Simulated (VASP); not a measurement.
# Cs2ScF6 in VASP: a series of runs

The runs below take Cs2ScF6 through single point, with PBE.

Everything below comes from runs of VASP 6.6.1. Logs are shortened: lines on timing, memory, paths and dates and some standing lists are left out, and cuts for length are marked.

### Step 1. The cell of the first run

The typed cell holds 9 atoms: a = 6.438 Å, b = 6.438 Å, c = 5.037 Å, α = 90.00°, β = 90.00°, γ = 60.00°.

### Step 2. Single point, PBE

File INCAR:

```
SYSTEM = Cs2ScF6
  ALGO = Normal
  EDIFF = 1E-6
  ENCUT = 520
  GGA = PE
  ISIF = 2
  ISMEAR = -1
  LASPH = .True.
  LCHARG = .False.
  LREAL = .False.
  LWAVE = .False.
  NBANDS = 46
  NELM = 100
  PREC = Accurate
  SIGMA = 0.1
```

File KPOINTS:

```
k-points
0
Gamma
  3 3 4
  0 0 0
```

File POSCAR:

```
Cs2ScF6
1.0
    3.2189480000      5.5753800000      0.0000000000
   -3.2189480000      5.5753800000      0.0000000000
    0.0000000000      0.0000000000      5.0374780000
Sc Cs F
1 2 6
Direct
    0.0000000000      0.0000000000      0.0000000000
    0.3333000000      0.3334000000      0.6920000000
    0.6667000000      0.6666000000      0.3080000000
    0.1600000000      0.6800000000      0.1980000000
    0.1600000000      0.1600000000      0.1980000000
    0.6800000000      0.1600000000      0.1980000000
    0.8400000000      0.3200000000      0.8020000000
    0.3200000000      0.8400000000      0.8020000000
    0.8400000000      0.8400000000      0.8020000000
```

Potentials or basis: VASP PAW PBE potentials, release 64 (Sc_sv, Cs_sv, F).

Started as:

```sh
$ cat potpaw_PBE.64/Sc_sv/POTCAR potpaw_PBE.64/Cs_sv/POTCAR potpaw_PBE.64/F/POTCAR > POTCAR
$ mpirun -np 1 vasp_std > vasp.out
```

OUTCAR:

```text
SYSTEM = Cs2ScF6
   EDIFF = 1E-6
   ENCUT = 520
   GGA = PE
   ISIF = 2
   ISMEAR = -1
   LASPH = .True.
   LREAL = .False.
   NELM = 100
   PREC = Accurate

 ion  position               nearest neighbor table
   1  0.000  0.000  0.000-   5 2.04   9 2.04   6 2.04   7 2.04   8 2.04   4 2.04
   2  0.333  0.333  0.692-
   3  0.667  0.667  0.308-
   4  0.160  0.680  0.198-   1 2.04
   5  0.160  0.160  0.198-   1 2.04
   6  0.680  0.160  0.198-   1 2.04
   7  0.840  0.320  0.802-   1 2.04
   8  0.320  0.840  0.802-   1 2.04
   9  0.840  0.840  0.802-   1 2.04

  LATTYP: Found a hexagonal cell.
 ALAT       =     6.4378947158
 C/A-ratio  =     0.7824728770

  Lattice vectors:

 A1 = (   3.2189480000,  -5.5753800000,   0.0000000000)
 A2 = (   3.2189480000,   5.5753800000,   0.0000000000)
 A3 = (   0.0000000000,   0.0000000000,   5.0374780000)

Analysis of symmetry for initial positions (statically):
=====================================================================
 Subroutine PRICEL returns:
 Original cell was already a primitive cell.

 Routine SETGRP: Setting up the symmetry group for a
 hexagonal supercell.

 Subroutine GETGRP returns: Found  4 space group operations
 (whereof  4 operations were pure point group operations)
 out of a pool of 24 trial point group operations.

The static configuration has the point symmetry C_2h.

Analysis of symmetry for dynamics (positions and initial velocities):
=====================================================================
 Subroutine PRICEL returns:
 Original cell was already a primitive cell.

 Routine SETGRP: Setting up the symmetry group for a
 hexagonal supercell.

 Subroutine GETGRP returns: Found  4 space group operations
 (whereof  4 operations were pure point group operations)
 out of a pool of 24 trial point group operations.

The dynamic configuration has the point symmetry C_2h.

 Subroutine INISYM returns: Found  4 space group operations
 (whereof  4 operations are pure point group operations),
 and found     1 'primitive' translations

----------------------------------------------------------------------------------------

                                     Primitive cell

  volume of cell :     180.8138

  direct lattice vectors                    reciprocal lattice vectors
     3.218948000  5.575380000  0.000000000     0.155330251  0.089679986  0.000000000
    -3.218948000  5.575380000  0.000000000    -0.155330251  0.089679986  0.000000000
     0.000000000  0.000000000  5.037478000     0.000000000  0.000000000  0.198512033

  length of vectors
     6.437894716  6.437894716  5.037478000     0.179359936  0.179359936  0.198512033

  position of ions in fractional coordinates (direct lattice)
     0.000000000  0.000000000  0.000000000
     0.333300000  0.333400000  0.692000000
     0.666700000  0.666600000  0.308000000
     0.160000000  0.680000000  0.198000000
     0.160000000  0.160000000  0.198000000
     0.680000000  0.160000000  0.198000000
     0.840000000  0.320000000  0.802000000
     0.320000000  0.840000000  0.802000000
     0.840000000  0.840000000  0.802000000

  ion indices of the primitive-cell ions
   primitive index   ion index
                 1           1
                 2           2
                 3           3
                 4           4
                 5           5
                 6           6
                 7           7
                 8           8
                 9           9

----------------------------------------------------------------------------------------

 KPOINTS: k-points

Automatic generation of k-mesh.
 Grid dimensions read from file:
 generate k-points for:    3    3    4

 Generating k-lattice:

  Cartesian coordinates                     Fractional coordinates (reciprocal lattice)
     0.051776750  0.029893329  0.000000000     0.333333333 -0.000000000  0.000000000
    -0.051776750  0.029893329  0.000000000    -0.000000000  0.333333333  0.000000000
     0.000000000  0.000000000  0.049628008     0.000000000  0.000000000  0.250000000

  Length of vectors
     0.059786645  0.059786645  0.049628008

  Shift w.r.t. Gamma in fractional coordinates (k-lattice)
     0.000000000  0.000000000  0.000000000

 Subroutine IBZKPT returns following result:
 ===========================================

 Found     14 irreducible k-points:

 Following reciprocal coordinates:
            Coordinates               Weight
  0.000000  0.000000  0.000000      1.000000
  0.333333 -0.000000  0.000000      4.000000
 -0.000000  0.333333  0.000000      2.000000
 -0.333333  0.333333  0.000000      2.000000
  0.000000  0.000000  0.250000      2.000000
  0.333333 -0.000000  0.250000      4.000000
  0.333333  0.333333  0.250000      4.000000
 -0.000000  0.333333  0.250000      2.000000
  0.000000 -0.333333  0.250000      2.000000
 -0.333333  0.333333  0.250000      4.000000
  0.000000  0.000000  0.500000      1.000000
  0.333333 -0.000000  0.500000      4.000000
 -0.000000  0.333333  0.500000      2.000000
 -0.333333  0.333333  0.500000      2.000000
   k-points           NKPTS =     14   k-points in BZ     NKDIM =     14   number of bands    NBANDS=     46
   number of dos      NEDOS =    301   number of ions     NIONS =      9
   total plane-waves  NPLWV =  92160
   dimension x,y,z NGX =    48 NGY =   48 NGZ =   40
   dimension x,y,z NGXF=    96 NGYF=   96 NGZF=   80
   ions per type =               1   2   6
   NGX,Y,Z   is equivalent  to a cutoff of  12.40, 12.40, 13.20 a.u.
   NGXF,Y,Z  is equivalent  to a cutoff of  24.79, 24.79, 26.40 a.u.
 SYSTEM =  Cs2ScF6
   PREC   = accura    normal or accurate (medium, high low for compatibility)
   ISTART =      0    job   : 0-new  1-cont  2-samecut
   ICHARG =      2    charge: 1-file 2-atom 10-const
   ISPIN  =      1    spin polarized calculation?
   LNONCOLLINEAR =      F non collinear calculations
   LSORBIT =      F    spin-orbit coupling
   LASPH  =      T    aspherical Exc in radial PAW
   ENCUT  =  520.0 eV  38.22 Ry    6.18 a.u.  11.97 11.97  9.37*2*pi/ulx,y,z
   NELM   =    100;   NELMIN=  2; NELMDL= -5     # of ELM steps
   EDIFF  = 0.1E-05   stopping-criterion for ELM
   LREAL  =      F    real-space projection
   EDIFFG = 0.1E-04   stopping-criterion for IOM
   NSW    =      0    number of steps for IOM
   IBRION =     -1    ionic relax: 0-MD 1-quasi-New 2-CG
   NFREE  =      0    steps in history (QN), initial steepest desc. (CG)
   ISIF   =      2    stress and relaxation
   ISYM   =      2    0-nonsym 1-usesym 2-fastsym
   POTIM  = 0.5000    time-step for ionic-motion
   TEBEG  =    0.0;   TEEND  =   0.0 temperature during run
   PSTRESS=    0.0 pullay stress
   NELECT =      71.0000    total number of electrons
   NUPDOWN=      -1.0000    fix difference up-down
   EMIN   =  10.00;   EMAX   =-10.00  energy-range for DOS
   EFERMI =   0.00;   METHOD = LEGACY
   ISMEAR =    -1;   SIGMA  =   0.10  broadening in eV -4-tet -1-fermi 0-gaus
   EFERMI_NEDOS =   21; number of points for ismear=-14 and -15
   IALGO  =     38    algorithm
   IMIX   =      4    mixing-type and parameters
     AMIX     =   0.40;   BMIX     =  1.00
     AMIX_MAG =   1.60;   BMIX_MAG =  1.00
  volume/ion in A,a.u.               =      20.09       135.58
  Fermi-wavevector in a.u.,A,eV,Ry     =   1.198810  2.265423 19.553556  1.437146
  Thomas-Fermi vector in A             =   2.334689
   LORBIT       =      0    0 simple, 1 ext, 2 COOP (PROOUT), +10 PAW based schemes
   GGA     = PE    functional components
   LHFCALC =     F    Hartree Fock is set to
   AEXX    =    0.0000 exact exchange contribution
   IVDW    =     0    specifies the selected vdW correction
   LEPSILON=     F    determine dielectric tensor
   LRPA    =     F    only Hartree local field effects (RPA)
 non-spin polarized calculation
  energy-cutoff  :      520.00
  volume of cell :      180.81
 maximum number of plane-waves:      4884
   NGX = 23   NGY = 23   NGZ = 19

 number of electron      70.9999996 magnetization

 Free energy of the ion-electron system (eV)
  ---------------------------------------------------
  ext. energy  EPLUGINS =         0.00000000
  ---------------------------------------------------
  free energy    TOTEN  =       -45.77034133 eV

  energy without entropy =      -45.44478643  energy(sigma->0) =      -45.60756388

 E-fermi :  -2.7454     XC(G=0):  -8.5544

 val. band max:       -2.8799388548   @ k =   0.0000   0.0000   0.0000
 cond. band min:       3.8076855569   @ k =   0.0000   0.0000   0.0000
 fundamental gap:      6.6876244118
 Fermi energy:        -2.7453676106

 k-point     1 :       0.0000    0.0000    0.0000
  band No.  band energies     occupation
      1     -48.8029      2.00000
      2     -27.6521      2.00000
      3     -27.6520      2.00000
      4     -27.6221      2.00000
      5     -22.4398      2.00000
      6     -22.1347      2.00000
[... 38 lines left out ...]
     45       7.2744      0.00000
     46       7.2887      0.00000

 k-point     2 :       0.3333   -0.0000    0.0000
  band No.  band energies     occupation
      1     -48.8029      2.00000
      2     -27.6528      2.00000
      3     -27.6521      2.00000
      4     -27.6220      2.00000
      5     -22.3946      2.00000
      6     -22.1569      2.00000
[... 38 lines left out ...]
     45       7.2335      0.00000
     46       7.4691      0.00000

 k-point     3 :      -0.0000    0.3333    0.0000
  band No.  band energies     occupation
      1     -48.8029      2.00000
      2     -27.6528      2.00000
      3     -27.6521      2.00000
      4     -27.6220      2.00000
      5     -22.3945      2.00000
      6     -22.1570      2.00000
[... 528 lines left out ...]
     45       7.4034      0.00000
     46       7.4183      0.00000

 k-point    14 :      -0.3333    0.3333    0.5000
  band No.  band energies     occupation
      1     -48.8028      2.00000
      2     -27.6519      2.00000
      3     -27.6519      2.00000
      4     -27.6239      2.00000
      5     -22.3382      2.00000
      6     -22.1651      2.00000
[... 38 lines left out ...]
     45       7.1329      0.00000
     46       7.3627      0.00000

------------------------ aborting loop because EDIFF is reached ----------------------------------------

  FORCE on cell =-STRESS in cart. coord.  units (eV):
  Direction    XX          YY          ZZ          XY          YZ          ZX
  --------------------------------------------------------------------------------------
  -------------------------------------------------------------------------------------
  Total       -0.0353714     -0.0358614      1.2540581     -0.0004243     -0.0000521      0.0000904
  in kB       -0.3134233     -0.3177648     11.1121129     -0.0037600     -0.0004620      0.0008006
  external PRESSURE =       3.4936416 kB  Pullay stress =       0.0000000 kB

 VOLUME and BASIS-vectors are now :
 -----------------------------------------------------------------------------
  energy-cutoff  :      520.00
  volume of cell :      180.81
      direct lattice vectors                 reciprocal lattice vectors
     3.218948000  5.575380000  0.000000000     0.155330251  0.089679986  0.000000000
    -3.218948000  5.575380000  0.000000000    -0.155330251  0.089679986  0.000000000
     0.000000000  0.000000000  5.037478000     0.000000000  0.000000000  0.198512033

 POSITION                                       TOTAL-FORCE (eV/Angst)
 -----------------------------------------------------------------------------------
      0.00000      0.00000      0.00000         0.000000     -0.000000      0.000000
     -0.00032      3.71711      3.48593         0.000668     -0.000386      0.062698
      0.00032      7.43365      1.55154        -0.000668      0.000386     -0.062698
     -1.67385      4.68332      0.99742        -0.187461      0.108231      0.259883
      0.00000      1.78412      0.99742        -0.000003     -0.216535      0.259980
      1.67385      4.68332      0.99742         0.187523      0.108270      0.259980
      1.67385      6.46744      4.04006         0.187461     -0.108231     -0.259883
     -1.67385      6.46744      4.04006        -0.187523     -0.108270     -0.259980
      0.00000      9.36664      4.04006         0.000003      0.216535     -0.259980
 -----------------------------------------------------------------------------------
    total drift:                               -0.000000      0.000000     -0.000000

  FREE ENERGIE OF THE ION-ELECTRON SYSTEM (eV)
  ---------------------------------------------------
  free  energy   TOTEN  =       -45.7703413296 eV

  energy  without entropy=      -45.4447864314  energy(sigma->0) =      -45.60756388
```

Run time: 76 s. Hardware: 1 thread of Intel Xeon Platinum 8488C (Sapphire Rapids), shared host; peak memory 0.34 GiB.

Results:

* Free energy: -45.7703 eV
* Pressure: 0.3 GPa
* Largest force: 0.338 eV/Å
* Band gap on the k mesh: zero (an odd number of electrons rules out a gap without spin polarisation)

Forces on the atoms (eV/Å):
```
Sc   0.000  0.000  0.000
Cs   0.001  0.000  0.063
Cs  -0.001  0.000 -0.063
F   -0.187  0.108  0.260
F    0.000 -0.217  0.260
F    0.188  0.108  0.260
F    0.187 -0.108 -0.260
F   -0.188 -0.108 -0.260
F    0.000  0.217 -0.260
```

Stress tensor (GPa, compression positive):
```
-0.03  0.00  0.00
 0.00 -0.03  0.00
 0.00  0.00  1.11
```

Levels at points of the mesh, in eV from the Fermi level:
| k point | band 34 | band 35 | band 36 | band 37 | band 38 | band 39 |
| --- | --- | --- | --- | --- | --- | --- |
| (0.00, 0.00, 0.00) | -0.18 | -0.14 | -0.13 | 6.55 | 6.82 | 6.82 |
| (0.00, 0.00, 0.50) | -0.22 | -0.22 | -0.20 | 6.75 | 6.87 | 6.87 |

Caveat: the k points lie up to 0.38 Å⁻¹ apart, too coarse for converged energies and pressures of a metal; spin-orbit coupling is left out, which moves the levels of the heavy elements; an odd number of electrons without spin polarisation forces a metal; a magnetic or distorted state may lie lower.

[end of part 1 of 2]
